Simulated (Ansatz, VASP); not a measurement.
**BN: VASP beside Ansatz**

```
B N
1.0
     0.00000    1.80481    1.91310
     1.80481    0.00000    1.91310
     1.80481    1.80481    0.00000
B N
1 1
Cartesian
  0.0000 0.0000 0.0000
  2.7072 2.7072 2.8697
```

Change from the starting cell: strain +0.0600 x Voigt [0, 0, 1, 0, 0, 0], atoms carried along.

Alike in both runs: task single point; functional r2SCAN; k mesh 12 × 12 × 12; occupations gaussian, width 0.05 eV; no spin polarisation.

|  | VASP | Ansatz |
| --- | --- | --- |
| version | VASP 6.6.1 | Ansatz 0.2.0 |
| potentials or method | VASP PAW PBE potentials, release 64 (B, N), cutoff 520 eV | scalar-relativistic, plane waves, PAW |
| valence electrons in the cell | 8 | 8 |

|  | VASP | Ansatz | Ansatz less VASP |
| --- | --- | --- | --- |
| gap on the k mesh at the Fermi level (eV) | 4.39 | 4.41 | +0.018 |
| least direct gap on the mesh (eV) | 8.95 | 8.98 | +0.032 |
| pressure (GPa) | -19.6 | -20.5 | -0.90 |
| traceless stress, the component that is largest in VASP (GPa) | -25.62 | -25.68 | -0.062 |

VASP's potentials were made for PBE, not for r2SCAN. With one functional, cell and mesh, what is left measures potentials, basis and numerics.
